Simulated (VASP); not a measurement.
# CdTe5 (P6/mmm) in VASP: further runs

Runs on CdTe5. Level: PBE. Tasks: single point, relaxation of cell and atoms.

Program: VASP 6.6.1. These are calculated values, not measurements. Logs are shortened: lines on timing, memory, paths and dates and some standing lists are left out, and cuts for length are marked.

**1. The cell of the first run**

The structure is hexagonal, space group P6/mmm (No. 191). The conventional cell has a = 6.704 Å, b = 6.704 Å, c = 5.517 Å, α = 90.00°, β = 90.00°, γ = 120.00°. Cd (site symmetry 6/mmm) has 18 Te at 3.87 to 4.34 Å within 5.1 Å. Te (site symmetry mmm) has 8 Te at 3.35 to 3.37 Å and 4 Cd at 4.34 Å within 4.4 Å. Te (site symmetry -6m2) has 9 Te at 3.37 to 3.87 Å and 3 Cd at 3.87 Å within 4.4 Å.

**2. Single point, PBE**

INCAR

```
PREC = Accurate ; ENCUT = 520
EDIFF = 1E-6 ; ISMEAR = 0
SIGMA = 0.1 ; LREAL = False
LASPH = True ; NELM = 80
ALGO = Normal ; ISIF = 2
LWAVE = False ; LCHARG = True
GGA = PE ; LELF = True
LVHAR = True ; NBANDS = 30
```

KPOINTS

```
Automatic mesh
0
Gamma
  3 3 4
```

POSCAR

```
CdTe5
1.0
    6.7039360500      0.0000000000      0.0000000000
   -3.3519680300      5.8057789300      0.0000000000
    0.0000000000      0.0000000000      5.5174302000
Cd Te
1 5
Direct
    0.0000000000      0.0000000000      0.0000000000
    0.0000000000      0.5000000000      0.5000000000
    0.5000000000      0.5000000000      0.5000000000
    0.3333333300      0.6666666700      0.0000000000
    0.5000000000      0.0000000000      0.5000000000
    0.6666666700      0.3333333300      0.0000000000
```

Potentials or basis: VASP PAW PBE potentials, release 64 (Cd, Te).

Run with:

```
cat potpaw_PBE.64/Cd/POTCAR potpaw_PBE.64/Te/POTCAR > POTCAR
mpirun -np 1 vasp_std > vasp.out
```

OUTCAR:

```text
PREC = Accurate
   ENCUT = 520
   EDIFF = 1E-6
   ISMEAR = 0
   LREAL = False
   LASPH = True
   NELM = 80
   ISIF = 2
   GGA = PE

 ion  position               nearest neighbor table
   1  0.000  0.000  0.000-
   2  0.000  0.500  0.500-   3 3.35   3 3.35   5 3.35   5 3.35   4 3.37   6 3.37   4 3.37   6 3.37

   3  0.500  0.500  0.500-   2 3.35   2 3.35   5 3.35   5 3.35   4 3.37   6 3.37   4 3.37   6 3.37

   4  0.333  0.667  0.000-   2 3.37   2 3.37   5 3.37   5 3.37   3 3.37   3 3.37
   5  0.500  0.000  0.500-   2 3.35   2 3.35   3 3.35   3 3.35   4 3.37   6 3.37   4 3.37   6 3.37

   6  0.667  0.333  0.000-   2 3.37   2 3.37   5 3.37   5 3.37   3 3.37   3 3.37

  LATTYP: Found a hexagonal cell.
 ALAT       =     6.7039360500
 C/A-ratio  =     0.8230135489

  Lattice vectors:

 A1 = (   6.7039360500,   0.0000000000,   0.0000000000)
 A2 = (  -3.3519680300,   5.8057789300,   0.0000000000)
 A3 = (   0.0000000000,   0.0000000000,   5.5174302000)

Analysis of symmetry for initial positions (statically):
=====================================================================
 Subroutine PRICEL returns:
 Original cell was already a primitive cell.

 Routine SETGRP: Setting up the symmetry group for a
 hexagonal supercell.

 Subroutine GETGRP returns: Found 24 space group operations
 (whereof 24 operations were pure point group operations)
 out of a pool of 24 trial point group operations.

The static configuration has the point symmetry D_6h.

Analysis of symmetry for dynamics (positions and initial velocities):
=====================================================================
 Subroutine PRICEL returns:
 Original cell was already a primitive cell.

 Routine SETGRP: Setting up the symmetry group for a
 hexagonal supercell.

 Subroutine GETGRP returns: Found 24 space group operations
 (whereof 24 operations were pure point group operations)
 out of a pool of 24 trial point group operations.

The dynamic configuration has the point symmetry D_6h.

 Subroutine INISYM returns: Found 24 space group operations
 (whereof 24 operations are pure point group operations),
 and found     1 'primitive' translations

----------------------------------------------------------------------------------------

                                     Primitive cell

  volume of cell :     214.7470

  direct lattice vectors                    reciprocal lattice vectors
     6.703936050  0.000000000  0.000000000     0.149166101  0.086121088  0.000000000
    -3.351968030  5.805778930  0.000000000     0.000000000  0.172242177  0.000000000
     0.000000000  0.000000000  5.517430200     0.000000000  0.000000000  0.181243797

  length of vectors
     6.703936050  6.703936057  5.517430200     0.172242177  0.172242177  0.181243797

  position of ions in fractional coordinates (direct lattice)
     0.000000000  0.000000000  0.000000000
     0.000000000  0.500000000  0.500000000
     0.500000000  0.500000000  0.500000000
     0.333333330  0.666666670  0.000000000
     0.500000000  0.000000000  0.500000000
     0.666666670  0.333333330  0.000000000

  ion indices of the primitive-cell ions
   primitive index   ion index
                 1           1
                 2           2
                 3           3
                 4           4
                 5           5
                 6           6

----------------------------------------------------------------------------------------

 KPOINTS: Automatic mesh

Automatic generation of k-mesh.
 Grid dimensions read from file:
 generate k-points for:    3    3    4

 Generating k-lattice:

  Cartesian coordinates                     Fractional coordinates (reciprocal lattice)
     0.049722034  0.028707029  0.000000000     0.333333333  0.000000000  0.000000000
     0.000000000  0.057414059  0.000000000     0.000000000  0.333333333  0.000000000
     0.000000000  0.000000000  0.045310949     0.000000000  0.000000000  0.250000000

  Length of vectors
     0.057414059  0.057414059  0.045310949

  Shift w.r.t. Gamma in fractional coordinates (k-lattice)
     0.000000000  0.000000000  0.000000000

 Subroutine IBZKPT returns following result:
 ===========================================

 Found      9 irreducible k-points:

 Following reciprocal coordinates:
            Coordinates               Weight
  0.000000  0.000000  0.000000      1.000000
  0.333333  0.000000  0.000000      6.000000
  0.333333  0.333333  0.000000      2.000000
  0.000000  0.000000  0.250000      2.000000
  0.333333  0.000000  0.250000     12.000000
  0.333333  0.333333  0.250000      4.000000
  0.000000  0.000000  0.500000      1.000000
  0.333333  0.000000  0.500000      6.000000
  0.333333  0.333333  0.500000      2.000000
   k-points           NKPTS =      9   k-points in BZ     NKDIM =      9   number of bands    NBANDS=     30
   number of dos      NEDOS =    301   number of ions     NIONS =      6
   total plane-waves  NPLWV = 105000
[... 65 lines left out ...]

 val. band max:        4.1657730174   @ k =   0.3333   0.3333   0.0000
 cond. band min:       4.2520705171   @ k =   0.3333   0.0000   0.0000
 fundamental gap:      0.0862974997
 Fermi energy:         4.2368125533

 k-point     1 :       0.0000    0.0000    0.0000
  band No.  band energies     occupation
      1      -8.7116      2.00000
      2      -6.3521      2.00000
      3      -5.9896      2.00000
      4      -5.9896      2.00000
      5      -5.6962      2.00000
      6      -3.4997      2.00000
[... 22 lines left out ...]
     29       9.2255      0.00000
     30       9.2255      0.00000

 k-point     2 :       0.3333    0.0000    0.0000
  band No.  band energies     occupation
      1      -8.4152      2.00000
      2      -7.3005      2.00000
      3      -6.0250      2.00000
      4      -5.5901      2.00000
      5      -5.5280      2.00000
      6      -3.5100      2.00000
[... 22 lines left out ...]
     29       8.8535      0.00000
     30      10.0151      0.00000

 k-point     3 :       0.3333    0.3333    0.0000
  band No.  band energies     occupation
      1      -7.9385      2.00000
      2      -7.9385      2.00000
      3      -6.0710      2.00000
      4      -5.4909      2.00000
      5      -5.4909      2.00000
      6      -3.5169      2.00000
[... 22 lines left out ...]
     29       8.2879      0.00000
     30      10.6233      0.00000

 k-point     4 :       0.0000    0.0000    0.2500
  band No.  band energies     occupation
      1      -8.4683      2.00000
      2      -6.3774      2.00000
      3      -6.2590      2.00000
      4      -5.9426      2.00000
      5      -5.9426      2.00000
      6      -3.5032      2.00000
[... 22 lines left out ...]
     29       8.7531      0.00000
     30      10.0662      0.00000

 k-point     5 :       0.3333    0.0000    0.2500
  band No.  band energies     occupation
      1      -8.1728      2.00000
      2      -7.0840      2.00000
      3      -6.2116      2.00000
      4      -5.9783      2.00000
      5      -5.8240      2.00000
      6      -3.5076      2.00000
[... 22 lines left out ...]
     29       8.3427      0.00000
     30       9.9725      0.00000

 k-point     6 :       0.3333    0.3333    0.2500
  band No.  band energies     occupation
      1      -7.7012      2.00000
      2      -7.7012      2.00000
      3      -6.0212      2.00000
      4      -5.9936      2.00000
      5      -5.9936      2.00000
      6      -3.5134      2.00000
[... 22 lines left out ...]
     29       8.4210      0.00000
     30      10.2321      0.00000

 k-point     7 :       0.0000    0.0000    0.5000
  band No.  band energies     occupation
      1      -8.0225      2.00000
      2      -7.1604      2.00000
      3      -6.1557      2.00000
      4      -5.8934      2.00000
      5      -5.8934      2.00000
      6      -3.5068      2.00000
[... 22 lines left out ...]
     29       8.3518      0.00000
     30      10.1352      0.00000

 k-point     8 :       0.3333    0.0000    0.5000
  band No.  band energies     occupation
      1      -7.7130      2.00000
      2      -6.9744      2.00000
      3      -6.5842      2.00000
      4      -6.4093      2.00000
      5      -5.9295      2.00000
      6      -3.5041      2.00000
[... 22 lines left out ...]
     29       8.1191      0.00000
     30      10.7876      0.00000

 k-point     9 :       0.3333    0.3333    0.5000
  band No.  band energies     occupation
      1      -7.2178      2.00000
      2      -7.2178      2.00000
      3      -6.7065      2.00000
      4      -6.7065      2.00000
      5      -5.9689      2.00000
      6      -3.5100      2.00000
[... 22 lines left out ...]
     29       8.5299      0.00000
     30      10.3102      0.00000

------------------------ aborting loop because EDIFF is reached ----------------------------------------

  FORCE on cell =-STRESS in cart. coord.  units (eV):
  Direction    XX          YY          ZZ          XY          YZ          ZX
  --------------------------------------------------------------------------------------
  -------------------------------------------------------------------------------------
  Total       -1.0535089     -1.0535089     -8.7188374      0.0000000      0.0000000      0.0000000
  in kB       -7.8599823     -7.8599823    -65.0491994      0.0000000      0.0000000      0.0000000
  external PRESSURE =     -26.9230547 kB  Pullay stress =       0.0000000 kB

 VOLUME and BASIS-vectors are now :
 -----------------------------------------------------------------------------
  energy-cutoff  :      520.00
  volume of cell :      214.75
      direct lattice vectors                 reciprocal lattice vectors
     6.703936050  0.000000000  0.000000000     0.149166101  0.086121088  0.000000000
    -3.351968030  5.805778930  0.000000000     0.000000000  0.172242177  0.000000000
     0.000000000  0.000000000  5.517430200     0.000000000  0.000000000  0.181243797

 POSITION                                       TOTAL-FORCE (eV/Angst)
 -----------------------------------------------------------------------------------
      0.00000      0.00000      0.00000         0.000000      0.000000      0.000000
     -1.67598      2.90289      2.75872         0.000000      0.000000      0.000000
      1.67598      2.90289      2.75872         0.000000      0.000000      0.000000
     -0.00000      3.87052      0.00000         0.000000     -0.000000      0.000000
      3.35197      0.00000      2.75872         0.000000      0.000000      0.000000
      3.35197      1.93526      0.00000        -0.000000      0.000000     -0.000000
 -----------------------------------------------------------------------------------
    total drift:                               -0.000000     -0.000000      0.000000

  FREE ENERGIE OF THE ION-ELECTRON SYSTEM (eV)
  ---------------------------------------------------
  free  energy   TOTEN  =       -14.1183355686 eV

  energy  without entropy=      -14.0944689736  energy(sigma->0) =      -14.10640227
```

Wall time 44 s (1 thread of Intel Xeon Platinum 8375C at 2.90GHz (Ice Lake), shared host); peak memory 0.33 GiB.

Results:

```
Free energy            : -14.1183 eV
Pressure               : -2.7 GPa
Band gap on the k mesh : zero (band 21 reaches 5.07 eV, above the bottom of band 22 at 3.77 eV)
```

Levels at points of the mesh, in eV from the Fermi level:
```
           k point  band 19  band 20  band 21  band 22  band 23  band 24
(0.00, 0.00, 0.00)    -1.51    -1.51    -0.29    -0.29     1.29     1.75
(0.00, 0.00, 0.50)    -1.11    -0.78     0.84     1.34     1.58     1.58
```

Caveat: the k points lie up to 0.36 Å⁻¹ apart; spin-orbit coupling is left out, which moves the levels of the heavy elements.

**3. Single point, PBE**

This run uses another cell than the first one, of 34.48 Å³/atom, 0.963 times its volume.

INCAR

```
PREC = Accurate ; ENCUT = 520
EDIFF = 1E-6 ; ISMEAR = 0
SIGMA = 0.1 ; LREAL = F
LASPH = T ; NELM = 60
ALGO = Normal ; ISIF = 2
LWAVE = F ; LCHARG = F
GGA = PE ; NBANDS = 30
```

KPOINTS

```
Automatic mesh
0
Gamma
  6 6 8
```

POSCAR

```
CdTe5
1.0
    6.9749254692      0.0000000030      0.0000000000
   -3.4874627372      6.0404626444      0.0000000000
    0.0000000000      0.0000000000      4.9108400965
Cd Te
1 5
Direct
    0.0000000000      0.0000000000      0.0000000000
    0.0000000000      0.5000000000      0.5000000000
    0.5000000000      0.5000000000      0.5000000000
    0.3333333333      0.6666666667      0.0000000000
    0.5000000000      0.0000000000      0.5000000000
    0.6666666667      0.3333333333      0.0000000000
```

Potentials or basis: VASP PAW PBE potentials, release 64 (Cd, Te).

Run with:

```
cat potpaw_PBE.64/Cd/POTCAR potpaw_PBE.64/Te/POTCAR > POTCAR
mpirun -np 1 vasp_std > vasp.out
```

It took 2.4 min on 1 thread of Intel Xeon Platinum 8375C at 2.90GHz (Ice Lake), shared host; peak memory 0.44 GiB.

It converged, with:

* Free energy: -14.5410 eV
* Pressure: 0.0 GPa
* Band gap on the k mesh: zero (band 21 reaches 5.48 eV, above the bottom of band 22 at 4.05 eV)

Stress tensor (GPa, compression positive):
```
-0.02  0.00  0.00
 0.00 -0.02  0.00
 0.00  0.00 -0.10
```

Levels at points of the mesh, in eV from the Fermi level:
```tsv
k point	band 17	band 18	band 19	band 20	band 21	band 22	band 23	band 24	band 25	band 26
(0.00, 0.00, 0.00)	-1.69	-1.64	-1.64	-1.62	-0.33	-0.33	0.68	1.53	1.53	3.49
(0.50, 0.00, 0.00)	-2.40	-1.66	-1.11	-0.84	0.11	0.19	0.45	0.63	2.01	2.03
(0.00, 0.00, 0.50)	-1.61	-1.48	-0.52	0.12	0.80	0.98	0.98	2.15	2.53	2.70
(0.50, 0.00, 0.50)	-1.60	-1.54	-1.02	-0.84	0.94	1.07	1.36	1.73	1.80	2.07
```

Caveat: spin-orbit coupling is left out, which moves the levels of the heavy elements.

**4. Relaxation of cell and atoms, PBE**

INCAR

```
SYSTEM = CdTe5
PREC     = Accurate       ! precision mode
ENCUT    = 600            ! plane-wave cutoff, eV
EDIFF    = 1E-7           ! SCF threshold, eV
ISMEAR   = 0              ! smearing method
SIGMA    = 0.1            ! smearing width, eV
LREAL    = .False.        ! projectors in reciprocal space
LASPH    = .True.         ! aspherical terms in the spheres
NELM     = 100            ! most SCF steps
ALGO     = Normal         ! electronic algorithm
ISIF     = 3              ! what is computed and relaxed
LWAVE    = .False.        ! write WAVECAR
LCHARG   = .False.        ! write CHGCAR
GGA      = PE             ! functional
IBRION   = 2              ! ionic algorithm
NSW      = 100            ! ionic steps
EDIFFG   = -0.01          ! ionic threshold
```

KPOINTS

```
regular mesh
0
Gamma
  6 6 8
  0 0 0
```

POSCAR

```
CdTe5
1.0
    6.7039360500      0.0000000000      0.0000000000
   -3.3519680300      5.8057789300      0.0000000000
    0.0000000000      0.0000000000      5.5174302000
Cd Te
1 5
Direct
    0.0000000000      0.0000000000      0.0000000000
    0.0000000000      0.5000000000      0.5000000000
    0.5000000000      0.5000000000      0.5000000000
    0.3333333300      0.6666666700      0.0000000000
    0.5000000000      0.0000000000      0.5000000000
    0.6666666700      0.3333333300      0.0000000000
```

Run with:

```
cat potpaw_PBE.64/Cd/POTCAR potpaw_PBE.64/Te/POTCAR > POTCAR
mpirun -np 1 vasp_std > vasp.out
```

It took 23 min on 1 thread of Intel Xeon Platinum 8375C at 2.90GHz (Ice Lake), shared host; peak memory 0.55 GiB.

Results (log left out):

| Quantity | Value |
| --- | --- |
| Free energy | -14.5411 eV |
| Relaxed volume | 34.48 Å³/atom |
| Relaxed cell | a = 6.983 Å, b = 6.983 Å, c = 4.899 Å, α = 90.00°, β = 90.00°, γ = 120.00° |
| Space group after relaxing (to 0.05 Å) | P6/mmm (No. 191) |
| Energy gained by relaxing | 53.7 meV/atom |
| Ionic steps | 10 |
| Pressure after relaxing | 0.0 GPa |
| Band gap on the k mesh | zero (band 21 reaches 5.46 eV, above the bottom of band 22 at 4.06 eV) |

The path:
| step | energy change (eV) | largest force (eV/Å) | pressure (GPa) | volume (Å³) |
| --- | --- | --- | --- | --- |
| 1 | 0.0000 | 0.0000 | -2.85 | 214.75 |
| 2 | -0.2169 | 0.0000 | 0.49 | 195.50 |
| 3 | -0.2179 | 0.0000 | 0.24 | 196.57 |
| 4 | -0.2286 | 0.0000 | 0.20 | 197.45 |
| 5 | -0.2643 | 0.0000 | 0.12 | 200.01 |
| 6 | -0.3197 | 0.0000 | 0.12 | 204.76 |
| 7 | -0.3214 | 0.0000 | 0.19 | 206.34 |
| 8 | -0.3219 | 0.0000 | 0.17 | 205.97 |
| 9 | -0.3184 | 0.0000 | -0.46 | 209.49 |
| 10 | -0.3224 | 0.0000 | 0.00 | 206.88 |

Final structure:
```yaml
crystal:
  lattice:
    - [6.98274, 0.00000, 0.00000]
    - [-3.49137, 6.04723, 0.00000]
    - [0.00000, 0.00000, 4.89922]
  atoms:
    - { symbol: Cd, position: [0.00000, 0.00000, 0.00000] }
    - { symbol: Te, position: [0.00000, 0.50000, 0.50000] }
    - { symbol: Te, position: [0.50000, 0.50000, 0.50000] }
    - { symbol: Te, position: [0.33333, 0.66667, 0.00000] }
    - { symbol: Te, position: [0.50000, 0.00000, 0.50000] }
    - { symbol: Te, position: [0.66667, 0.33333, 0.00000] }
```

Levels at points of the mesh, in eV from the Fermi level:
```csv
k point,band 18,band 19,band 20,band 21,band 22,band 23,band 24,band 25
"(0.00, 0.00, 0.00)",-1.64,-1.64,-1.62,-0.34,-0.34,0.67,1.54,1.54
"(0.50, 0.00, 0.00)",-1.66,-1.10,-0.82,0.10,0.18,0.45,0.64,2.00
"(0.00, 0.00, 0.50)",-1.48,-0.52,0.14,0.79,0.96,0.96,2.16,2.57
"(0.50, 0.00, 0.50)",-1.54,-1.04,-0.84,0.93,1.09,1.38,1.75,2.10
```

Caveat: spin-orbit coupling is left out, which moves the levels of the heavy elements.

**5. The runs side by side**

```tsv
task	cell	k mesh	cutoff (eV)	gap on the mesh (eV)	pressure (GPa)
single point	a = 6.704, b = 6.704, c = 5.517 Å, angles 90.0, 90.0, 120.0°, 6 atoms	3 × 3 × 4	520	none	-2.7
single point	a = 6.975, b = 6.975, c = 4.911 Å, angles 90.0, 90.0, 120.0°, 6 atoms	6 × 6 × 8	520	none	0.0
relaxation of cell and atoms	relaxed from a = 6.704, b = 6.704, c = 5.517 Å, angles 90.0, 90.0, 120.0°, 6 atoms	6 × 6 × 8	600	none	0.0
```

Alike in all rows: level PBE; potentials or basis VASP PAW PBE potentials, release 64 (Cd, Te); no spin polarisation; smearing gaussian 0.1 eV.

Caveats: some runs use coarse meshes; spin-orbit coupling is left out, which moves the levels of the heavy elements.

Absolute energies hang on the potentials; compare differences alone.
